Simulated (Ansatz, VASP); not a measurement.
# MgB2 in VASP and in Ansatz

```
CELL_PARAMETERS angstrom
3.08500 0.00000 0.00000
-1.54250 2.67169 0.00000
0.00000 0.00000 3.52300
ATOMIC_POSITIONS crystal
Mg 0.00000 0.00000 0.01000
B 0.33333 0.66667 0.50000
B 0.66667 0.33333 0.50000
```

Alike in both runs: task single point; functional PBEsol; k mesh 7 × 7 × 6; occupations gaussian, width 0.1 eV; no spin polarisation.

|  | VASP | Ansatz |
| --- | --- | --- |
| version | VASP 6.6.1 | Ansatz 0.2.0 |
| potentials or method | VASP PAW PBE potentials, release 64 (Mg, B), cutoff 600 eV | plane waves, PAW |
| valence electrons in the cell | 8 | 16 |

|  | VASP | Ansatz | Ansatz less VASP |
| --- | --- | --- | --- |
| gap on the k mesh at the Fermi level (eV) | none | none | - |
| rms of the force components (eV/Å) | 0.096 | 0.096 | -0.0008 |

VASP's potentials were made for PBE, not for PBEsol. Atom by atom the forces differ by 0.001 eV/Å (rms over components). A gap of «none» marks a metal or a gap that the smearing closes. VASP's potentials hold 8 valence electrons a cell and Ansatz's 16, so a difference there can come from the potentials and not from the codes.
